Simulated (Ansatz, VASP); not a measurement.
BAs: VASP beside Ansatz

INCAR

```
SYSTEM = BAs
PREC = Accurate
ENCUT = 520
EDIFF = 1E-6
ISMEAR = -1
SIGMA = 0.02
LREAL = .False.
LASPH = .True.
NELM = 60
ALGO = Normal
ISIF = 2
LWAVE = .False.
LCHARG = .False.
GGA = PE
NBANDS = 11
```

KPOINTS

```
regular mesh
0
Gamma
  10 10 10
  0 0 0
```

Contents of POSCAR:

```
BAs
1.0
    0.0000000000      2.3717759166      2.3717759166
    2.3717759166      0.0000000000      2.3717759166
    2.3717759166      2.3717759166      0.0000000000
B As
1 1
Direct
    0.0000000000      0.0000000000      0.0000000000
    0.2500000000      0.2500000000      0.2500000000
```

Input for Ansatz:

```yaml
crystal:
  lattice:
    - [0.0, 2.3717759166, 2.3717759166]
    - [2.3717759166, 0.0, 2.3717759166]
    - [2.3717759166, 2.3717759166, 0.0]
  atoms:
    - { symbol: B, position: [0.0, 0.0, 0.0] }
    - { symbol: As, position: [0.25, 0.25, 0.25] }
kpoints:
  mp_grid: { grid: [10, 10, 10] }
  band_path:
    path:
      - [0.0, 0.0, 0.0]
      - [-0.5, -0.5, 0.0]
      - [-0.375, -0.375, 0.25]
      - [-0.375, 0.0, 0.375]
      - [0.0, 0.0, 0.5]
      - [-0.5, -0.25, 0.25]
      - [0.0, 0.398438, 0.398438]
    npoints: 1
hamiltonian:
  xc: pbe
scf:
  occupations: { method: fermi_dirac, width: 0.02 }
  n_extra_bands: 4
output:
  forces: true
  stress: true
  eigenvalues: true
```

Change from the starting cell: hydrostatic strain -0.8%.

Alike in both runs: task single point; functional PBE; k mesh 10 × 10 × 10; occupations fermi-dirac, width 0.02 eV; no spin polarisation.

|  | VASP | Ansatz |
| --- | --- | --- |
| version | VASP 6.6.1 | Ansatz 0.2.0 |
| potentials or method | VASP PAW PBE potentials, release 64 (B, As) | plane waves, PAW |
| plane-wave cutoff (eV) | 520 | 420 |
| valence electrons in the cell | 8 | 18 |

Ansatz gave:

| Property | Result |
| --- | --- |
| gap on the k mesh at the Fermi level (eV) | 1.16 |
| pressure (GPa) | 5.9 |

Question: Which values does VASP return?

Answer: gap on the k mesh at the Fermi level (eV): 1.15; pressure (GPa): 6.6.

VASP's potentials hold 8 valence electrons a cell and Ansatz's 18, so a difference there can come from the potentials and not from the codes.
